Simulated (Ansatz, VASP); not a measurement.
# Two plane-wave programs on Pd

Contents of INCAR:

```
  PREC = Accurate
  ENCUT = 520
  EDIFF = 1E-6
  ISMEAR = 0
  SIGMA = 0.15
  LREAL = F
  LASPH = T
  NELM = 80
  ALGO = Normal
  ISIF = 2
  LWAVE = F
  LCHARG = F
  GGA = PS
  NBANDS = 11
```

KPOINTS

```
regular mesh
0
Gamma
  20 20 20
```

File POSCAR:

```
Pd
1.0
    0.0000000000      2.0421450000      1.9449000000
    2.0421450000      0.0000000000      1.9449000000
    2.0421450000      2.0421450000      0.0000000000
Pd
1
Direct
    0.0000000000      0.0000000000      0.0000000000
```

Input for Ansatz:

```yaml
crystal:
  lattice:
    - [0.0, 2.042145, 1.9449]
    - [2.042145, 0.0, 1.9449]
    - [2.042145, 2.042145, 0.0]
  atoms:
    - { symbol: Pd, position: [0.0, 0.0, 0.0] }
basis:
  ecutwfc: 420
kpoints:
  mp_grid: { grid: [20, 20, 20] }
hamiltonian:
  xc: pbesol
scf:
  occupations: { method: gaussian, width: 0.15 }
output:
  forces: true
  stress: true
  eigenvalues: true
```

Change from the starting cell: strain +0.050 along x and y, +0.000 along z, atoms carried along.

Alike in both runs: task single point; functional PBEsol; k mesh 20 × 20 × 20; occupations gaussian, width 0.15 eV; no spin polarisation.

|  | VASP | Ansatz |
| --- | --- | --- |
| version | VASP 6.6.1 | Ansatz 0.2.0 |
| potentials or method | VASP PAW PBE potentials, release 64 (Pd), cutoff 520 eV | scalar-relativistic, plane waves, PAW |
| valence electrons in the cell | 10 | 18 |

Ansatz gave:

* gap on the k mesh at the Fermi level (eV): none
* pressure (GPa): -16.3
* traceless stress, the component that is largest in VASP (GPa): 0.99

Question: Which values does VASP return?

Answer: gap on the k mesh at the Fermi level (eV): none; pressure (GPa): -16.5; traceless stress, the component that is largest in VASP (GPa): 0.98.

VASP's potentials were made for PBE, not for PBEsol. A gap of «none» marks a metal or a gap that the smearing closes. The functional is the same, so the differences come from potentials, cutoffs and numerics. VASP's potentials hold 10 valence electrons a cell and Ansatz's 18, so a difference there can come from the potentials and not from the codes.
